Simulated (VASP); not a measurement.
# C (Fd-3m) in VASP: a series of runs

Runs on C. Level: PBEsol. Tasks: elastic constants.

All numbers are computed with VASP 6.6.1; they aren't measurements. Logs are shortened: lines on timing, memory, paths and dates and some standing lists are left out, and cuts for length are marked.

## Step 1: The cell of the first run

Symmetry: Fd-3m, No. 227, cubic system. Conventional cell: a = 3.543 Å, b = 3.543 Å, c = 3.543 Å, α = 90.00°, β = 90.00°, γ = 90.00°. Within 2.0 Å of C (site symmetry -43m) lie 4 C at 1.53 Å.

## Step 2: Elastic constants, PBEsol

File INCAR:

```
SYSTEM = C
ALGO = Normal
EDIFF = 1E-8
ENCUT = 600
GGA = PS
IBRION = 6
ISIF = 3
ISMEAR = 0
LASPH = .TRUE.
LCHARG = .FALSE.
LREAL = .FALSE.
LWAVE = .FALSE.
NELM = 80
NFREE = 2
NSW = 1
POTIM = 0.015
PREC = Accurate
SIGMA = 0.01
```

File KPOINTS:

```
k-points
0
G
  10 10 10
  0 0 0
```

File POSCAR:

```
C
1.0
    0.0000000000      1.7717304618      1.7717304618
    1.7717304618      0.0000000000      1.7717304618
    1.7717304618      1.7717304618      0.0000000000
C
2
Direct
    0.5000000000      0.5000000000      0.5000000000
    0.7500000000      0.7500000000      0.7500000000
```

Potentials or basis: VASP PAW PBE potentials, release 64 (C).

The run is started by

```
$ cat potpaw_PBE.64/C/POTCAR > POTCAR
$ mpirun -np 1 vasp_std > vasp.out
```

OUTCAR:

```text
SYSTEM = C
   EDIFF = 1E-8
   ENCUT = 600
   GGA = PS
   IBRION = 6
   ISIF = 3
   ISMEAR = 0
   LASPH = .TRUE.
   LREAL = .FALSE.
   NELM = 80
   NFREE = 2
   NSW = 1
   POTIM = 0.015
   PREC = Accurate

 ion  position               nearest neighbor table
   1  0.500  0.500  0.500-   2 1.53   2 1.53   2 1.53   2 1.53
   2  0.750  0.750  0.750-   1 1.53   1 1.53   1 1.53   1 1.53

  LATTYP: Found a face centered cubic cell.
 ALAT       =     3.5434609236

  Lattice vectors:

 A1 = (   0.0000000000,   1.7717304618,   1.7717304618)
 A2 = (   1.7717304618,   0.0000000000,   1.7717304618)
 A3 = (   1.7717304618,   1.7717304618,   0.0000000000)

Analysis of symmetry for initial positions (statically):
=====================================================================
 Subroutine PRICEL returns:
 Original cell was already a primitive cell.

 Routine SETGRP: Setting up the symmetry group for a
 face centered cubic supercell.

 Subroutine GETGRP returns: Found 48 space group operations
 (whereof 24 operations were pure point group operations)
 out of a pool of 48 trial point group operations.

The static configuration has the point symmetry T_d .
 The point group associated with its full space group is O_h .

Analysis of symmetry for dynamics (positions and initial velocities):
=====================================================================
 Subroutine PRICEL returns:
 Original cell was already a primitive cell.

 Routine SETGRP: Setting up the symmetry group for a
 face centered cubic supercell.

 Subroutine GETGRP returns: Found 48 space group operations
 (whereof 24 operations were pure point group operations)
 out of a pool of 48 trial point group operations.

The dynamic configuration has the point symmetry T_d .
 The point group associated with its full space group is O_h .

 Subroutine INISYM returns: Found 48 space group operations
 (whereof 24 operations are pure point group operations),
 and found     1 'primitive' translations

----------------------------------------------------------------------------------------

                                     Primitive cell

  volume of cell :      11.1230

  direct lattice vectors                    reciprocal lattice vectors
     0.000000000  1.771730462  1.771730462    -0.282209970  0.282209970  0.282209970
     1.771730462  0.000000000  1.771730462     0.282209970 -0.282209970  0.282209970
     1.771730462  1.771730462  0.000000000     0.282209970  0.282209970 -0.282209970

  length of vectors
     2.505605248  2.505605248  2.505605248     0.488802006  0.488802006  0.488802006

  position of ions in fractional coordinates (direct lattice)
     0.500000000  0.500000000  0.500000000
     0.750000000  0.750000000  0.750000000

  ion indices of the primitive-cell ions
   primitive index   ion index
                 1           1
                 2           2

----------------------------------------------------------------------------------------

 KPOINTS: k-points

Automatic generation of k-mesh.
 Grid dimensions read from file:
 generate k-points for:   10   10   10

 Generating k-lattice:

  Cartesian coordinates                     Fractional coordinates (reciprocal lattice)
    -0.028220997  0.028220997  0.028220997     0.100000000  0.000000000  0.000000000
     0.028220997 -0.028220997  0.028220997     0.000000000  0.100000000  0.000000000
     0.028220997  0.028220997 -0.028220997     0.000000000  0.000000000  0.100000000

  Length of vectors
     0.048880201  0.048880201  0.048880201

[... 107 lines left out ...]
  Direction    XX          YY          ZZ          XY          YZ          ZX
  --------------------------------------------------------------------------------------
  -------------------------------------------------------------------------------------
  Total        0.3106201      0.3106201      0.3106201      0.0000000      0.0000000      0.0000000
  in kB       44.7421908     44.7421908     44.7421908      0.0000000      0.0000000      0.0000000
  external PRESSURE =      44.7421908 kB  Pullay stress =       0.0000000 kB
[... 89 lines left out ...]
  FREE ENERGIE OF THE ION-ELECTRON SYSTEM (eV)
  ---------------------------------------------------
  free  energy   TOTEN  =       -19.2389371388 eV

  energy  without entropy=      -19.2389371388  energy(sigma->0) =      -19.23893714

 E-fermi :   9.9616     XC(G=0): -13.4565

 val. band max:        9.8538458550   @ k =   0.0000   0.0000   0.0000
 cond. band min:      13.7056570525   @ k =   0.4000   0.0000   0.4000
 fundamental gap:      3.8518111974
 Fermi energy:         9.9615898943

 k-point     1 :       0.0000    0.0000    0.0000
  band No.  band energies     occupation
      1     -11.8079      2.00000
      2       9.6247      2.00000
      3       9.8538      2.00000
      4       9.8538      2.00000
      5      15.2714      0.00000
      6      15.2714      0.00000
      7      15.4535      0.00000
      8      23.2504      0.00000
[... 243 lines left out ...]
 k-point    24 :       0.4000    0.3000    0.0000
  band No.  band energies     occupation
      1      -7.2702      2.00000
      2       1.5958      2.00000
      3       3.7620      2.00000
      4       4.4972      2.00000
      5      14.6978      0.00000
      6      17.8134      0.00000
      7      23.8601      0.00000
      8      23.9006      0.00000

 [... further k-points ...]

[... ionic steps 4 to 12 ...]

--------------------------------------- Ionic step       13  -------------------------------------------

 number of electron       7.9999999 magnetization

------------------------ aborting loop because EDIFF is reached ----------------------------------------
[... 67 lines left out ...]
--------------------------------------- Ionic step       15  -------------------------------------------

 number of electron       7.9999999 magnetization

 Free energy of the ion-electron system (eV)
  ---------------------------------------------------
  ext. energy  EPLUGINS =         0.00000000
  ---------------------------------------------------
  free energy    TOTEN  =       -19.24788315 eV

  energy without entropy =      -19.24788315  energy(sigma->0) =      -19.24788315

 E-fermi :  10.2974     XC(G=0): -13.5300

 val. band max:       10.2281579622   @ k =   0.0000   0.0000   0.0000
 cond. band min:      14.0685175784   @ k =   0.4000   0.4000   0.0000
 fundamental gap:      3.8403596163
 Fermi energy:        10.2974010189

 k-point     1 :       0.0000    0.0000    0.0000
  band No.  band energies     occupation
      1     -11.7933      2.00000
      2       9.7601      2.00000
      3       9.9974      2.00000
      4      10.2282      2.00000
      5      15.3836      0.00000
      6      15.5835      0.00000
      7      15.7945      0.00000
      8      23.8116      0.00000
[... 282 lines left out ...]
  FREE ENERGIE OF THE ION-ELECTRON SYSTEM (eV)
  ---------------------------------------------------
  free  energy   TOTEN  =       -19.2478831523 eV

  energy  without entropy=      -19.2478831523  energy(sigma->0) =      -19.24788315

 INTERNAL STRAIN TENSORS FROM STRAINED CELLS
 ============================================

 INTERNAL STRAIN TENSOR FOR ION    1 for displacements in x,y,z  (eV/Angst):
          X           Y           Z          XY          YZ          ZX
  --------------------------------------------------------------------------------
  x    -0.00000    -0.00000    -0.00000    -0.00000     4.55370     0.00000
  y    -0.00000     0.00000    -0.00000     0.00000     0.00000     4.55349
  z    -0.00000    -0.00000    -0.00000     4.55422     0.00000     0.00000

 INTERNAL STRAIN TENSORS FROM DISPLACED ATOMS
 ============================================

 INTERNAL STRAIN TENSOR FOR ION    1 for displacements in x,y,z  (eV/Angst):
          X           Y           Z          XY          YZ          ZX
  --------------------------------------------------------------------------------
  x     0.00000     0.00000     0.00000     0.00000     4.55176     0.00000
  y     0.00000     0.00000     0.00000     0.00000     0.00000     4.55176
  z     0.00000     0.00000     0.00000     4.55176     0.00000     0.00000

 INTERNAL STRAIN TENSOR FOR ION    2 for displacements in x,y,z  (eV/Angst):
          X           Y           Z          XY          YZ          ZX
  --------------------------------------------------------------------------------
  x     0.00000     0.00000     0.00000     0.00000    -4.55176     0.00000
  y     0.00000     0.00000     0.00000     0.00000     0.00000    -4.55176
  z     0.00000     0.00000     0.00000    -4.55176     0.00000     0.00000

 Eigenvectors and eigenvalues of the dynamical matrix
 ----------------------------------------------------

   1 f  =   39.613865 THz   248.901255 2PiTHz 1321.376308 cm-1   163.829708 meV
             X         Y         Z           dx          dy          dz
      1.771730  1.771730  1.771730     0.707107    0.000000    0.000000
      2.657596  2.657596  2.657596    -0.707107    0.000000    0.000000
[... 16 lines left out ...]
   5 f  =    0.000000 THz     0.000000 2PiTHz    0.000000 cm-1     0.000000 meV
             X         Y         Z           dx          dy          dz
      1.771730  1.771730  1.771730     0.707107    0.000000    0.000000
      2.657596  2.657596  2.657596     0.707107    0.000000    0.000000

   6 f/i=    0.000000 THz     0.000003 2PiTHz    0.000014 cm-1     0.000002 meV
             X         Y         Z           dx          dy          dz
      1.771730  1.771730  1.771730     0.000000    0.358781    0.609325
      2.657596  2.657596  2.657596     0.000000    0.358781    0.609325

--------------------------------------------------------------------------------------------------------

 ELASTIC MODULI CONTR FROM IONIC RELAXATION (kBar)
 Direction    XX          YY          ZZ          XY          YZ          ZX
 --------------------------------------------------------------------------------
 XX           0.0000      0.0000      0.0000      0.0000      0.0000      0.0000
 YY           0.0000      0.0000      0.0000      0.0000      0.0000      0.0000
 ZZ           0.0000      0.0000      0.0000      0.0000      0.0000      0.0000
 XY           0.0000      0.0000      0.0000    -77.3935      0.0000      0.0000
 YZ           0.0000      0.0000      0.0000      0.0000    -77.3935      0.0000
 ZX           0.0000      0.0000      0.0000      0.0000      0.0000    -77.3935
 --------------------------------------------------------------------------------

 TOTAL ELASTIC MODULI (kBar)
 Direction    XX          YY          ZZ          XY          YZ          ZX
 --------------------------------------------------------------------------------
 XX       10859.3146   1484.5916   1484.5916     -0.0000      0.0000     -0.0000
 YY        1484.5916  10859.3146   1484.5916      0.0000      0.0000      0.0000
 ZZ        1484.5916   1484.5916  10859.3146      0.0000      0.0000     -0.0000
 XY          -0.0000      0.0000      0.0000   5867.7249      0.0000      0.0000
 YZ           0.0000      0.0000      0.0000      0.0000   5867.7249      0.0000
 ZX          -0.0000      0.0000     -0.0000      0.0000      0.0000   5867.7249
 --------------------------------------------------------------------------------
```

It took 63 s on 1 thread of Intel Xeon 6975P-C (Granite Rapids), shared host; peak memory 0.16 GiB.

What came out:

```
Elastic constants C11, C12, C44 : 1086, 148, 587 GPa
Voigt bulk modulus              : 461 GPa
Highest phonon frequency at Γ   : 1321 cm⁻¹
```

Phonon frequencies in cm⁻¹ (negative: imaginary):
```
              q point           frequencies
(0.000, 0.000, 0.000)  0 0 0 1321 1321 1321
```

Elastic tensor in Voigt notation (GPa, in the Cartesian axes of the cell as first typed):
```
1086  148  148    0    0    0
 148 1086  148    0    0    0
 148  148 1086    0    0    0
   0    0    0  587    0    0
   0    0    0    0  587    0
   0    0    0    0    0  587
```

Clamped-ion elastic tensor (GPa):
```
1086  148  148    0    0    0
 148 1086  148    0    0    0
 148  148 1086    0    0    0
   0    0    0  595    0    0
   0    0    0    0  595    0
   0    0    0    0    0  595
```

Caveat: the cell is under stress, which shifts elastic constants; the PAW data sets were made with another functional, which shifts forces and pressure a little.

## Step 3: Elastic constants, PBEsol

This run uses another cell than the first one, of 5.60 Å³/atom, 1.007 times its volume.

File INCAR:

```
ALGO = Normal ; EDIFF = 1E-8
ENCUT = 600 ; GGA = PS
IBRION = 6 ; ISIF = 3
ISMEAR = 0 ; LASPH = T
LCHARG = F ; LREAL = F
LWAVE = F ; NELM = 100
NFREE = 2 ; NSW = 1
POTIM = 0.015 ; PREC = Accurate
SIGMA = 0.01
```

File KPOINTS:

```
k-points
0
Gamma
  10 10 10
```

File POSCAR:

```
C
1.0
    0.0000000000      1.7756212552      1.7756212552
    1.7756212552      0.0000000000      1.7756212552
    1.7756212552      1.7756212552      0.0000000000
C
2
Direct
    0.5000000000      0.5000000000      0.5000000000
    0.7500000000      0.7500000000      0.7500000000
```

Potentials or basis: VASP PAW PBE potentials, release 64 (C).

The run is started by

```
$ cat potpaw_PBE.64/C/POTCAR > POTCAR
$ mpirun -np 1 vasp_std > vasp.out
```

Wall time 63 s (1 thread of Intel Xeon 6975P-C (Granite Rapids), shared host); peak memory 0.16 GiB.

Results (log left out):

```yaml
Elastic_constants_C11_C12_C44: 1074, 143, 578 GPa
Voigt_bulk_modulus: 453 GPa
Highest_phonon_frequency_at_Γ: 1313 cm⁻¹
```

Phonon frequencies in cm⁻¹ (negative: imaginary):
```csv
q point,frequencies
"(0.000, 0.000, 0.000)",0 0 0 1313 1313 1313
```

Elastic tensor in Voigt notation (GPa, in the Cartesian axes of the cell as first typed):
```
1074  143  143    0    0    0
 143 1074  143    0    0    0
 143  143 1074    0    0    0
   0    0    0  578    0    0
   0    0    0    0  578    0
   0    0    0    0    0  578
```

Clamped-ion elastic tensor (GPa):
```
1074  143  143    0    0    0
 143 1074  143    0    0    0
 143  143 1074    0    0    0
   0    0    0  585    0    0
   0    0    0    0  585    0
   0    0    0    0    0  585
```

Caveat: the cell is under stress, which shifts elastic constants; the PAW data sets were made with another functional, which shifts forces and pressure a little.

## Step 4: Elastic constants, PBEsol

This run uses another cell than the first one, of 5.59 Å³/atom, 1.004 times its volume.

File INCAR:

```
SYSTEM = C
ALGO = Normal ; EDIFF = 1E-8
ENCUT = 600 ; GGA = PS
IBRION = 6 ; ISIF = 3
ISMEAR = 0 ; LASPH = .True.
LCHARG = .True. ; LREAL = .False.
LWAVE = .False. ; NBANDS = 11
NELM = 100 ; NFREE = 2
NSW = 1 ; POTIM = 0.015
PREC = Accurate ; SIGMA = 0.01
```

File KPOINTS:

```
k-points
0
Gamma
  10 10 10
  0 0 0
```

File POSCAR:

```
C
1.0
    0.0000000000      1.7743499293      1.7743499293
    1.7743499293      0.0000000000      1.7743499293
    1.7743499293      1.7743499293      0.0000000000
C
2
Direct
    0.5000000000      0.5000000000      0.5000000000
    0.7500000000      0.7500000000      0.7500000000
```

The run is started by

```
$ cat potpaw_PBE.64/C/POTCAR > POTCAR
$ mpirun -np 1 vasp_std > vasp.out
```

Run time: 81 s. Hardware: 1 thread of Intel Xeon 6975P-C (Granite Rapids), shared host; peak memory 0.18 GiB.

It converged, with:

```
Elastic constants C11, C12, C44 : 1078, 144, 581 GPa
Voigt bulk modulus              : 456 GPa
Highest phonon frequency at Γ   : 1316 cm⁻¹
```

Phonon frequencies in cm⁻¹ (negative: imaginary):
```
              q point           frequencies
(0.000, 0.000, 0.000)  0 0 0 1316 1316 1316
```

Elastic tensor in Voigt notation (GPa, in the Cartesian axes of the cell as first typed):
```
1078  144  144    0    0    0
 144 1078  144    0    0    0
 144  144 1078    0    0    0
   0    0    0  581    0    0
   0    0    0    0  581    0
   0    0    0    0    0  581
```

Clamped-ion elastic tensor (GPa):
```
1078  144  144    0    0    0
 144 1078  144    0    0    0
 144  144 1078    0    0    0
   0    0    0  588    0    0
   0    0    0    0  588    0
   0    0    0    0    0  588
```

Caveat: the cell is under stress, which shifts elastic constants; the PAW data sets were made with another functional, which shifts forces and pressure a little.

## Step 5: Elastic constants, PBEsol

This run uses another cell than the first one, of 5.61 Å³/atom, 1.009 times its volume.

File INCAR:

```
SYSTEM = C
PREC = Accurate ; ENCUT = 600
EDIFF = 1E-8 ; ISMEAR = 0
SIGMA = 0.01 ; LREAL = .FALSE.
LASPH = .TRUE. ; NELM = 60
ALGO = Normal ; ISIF = 3
LWAVE = .FALSE. ; LCHARG = .FALSE.
GGA = PS ; NBANDS = 11
IBRION = 6 ; NFREE = 2
POTIM = 0.015 ; NSW = 1
```

File KPOINTS:

```
Automatic mesh
0
G
  10 10 10
  0 0 0
```

File POSCAR:

```
C
1.0
    0.0000000000      1.7769046376      1.7769046376
    1.7769046376      0.0000000000      1.7769046376
    1.7769046376      1.7769046376      0.0000000000
C
2
Direct
    0.5000000000      0.5000000000      0.5000000000
    0.7500000000      0.7500000000      0.7500000000
```

The run is started by

```
$ cat potpaw_PBE.64/C/POTCAR > POTCAR
$ mpirun -np 1 vasp_std > vasp.out
```

Wall time 97 s (1 thread of Intel Xeon 6975P-C (Granite Rapids), shared host); peak memory 0.18 GiB.

The run converged. Its results:

```yaml
Elastic_constants_C11_C12_C44: 1070, 141, 576 GPa
Voigt_bulk_modulus: 450 GPa
Highest_phonon_frequency_at_Γ: 1310 cm⁻¹
```

Phonon frequencies in cm⁻¹ (negative: imaginary):
| q point | frequencies |
| --- | --- |
| (0.000, 0.000, 0.000) | 0 0 0 1310 1310 1310 |

Elastic tensor in Voigt notation (GPa, in the Cartesian axes of the cell as first typed):
```
1070  141  141    0    0    0
 141 1070  141    0    0    0
 141  141 1070    0    0    0
   0    0    0  576    0    0
   0    0    0    0  576    0
   0    0    0    0    0  576
```

Clamped-ion elastic tensor (GPa):
```
1070  141  141    0    0    0
 141 1070  141    0    0    0
 141  141 1070    0    0    0
   0    0    0  582    0    0
   0    0    0    0  582    0
   0    0    0    0    0  582
```

Caveat: the PAW data sets were made with another functional, which shifts forces and pressure a little.
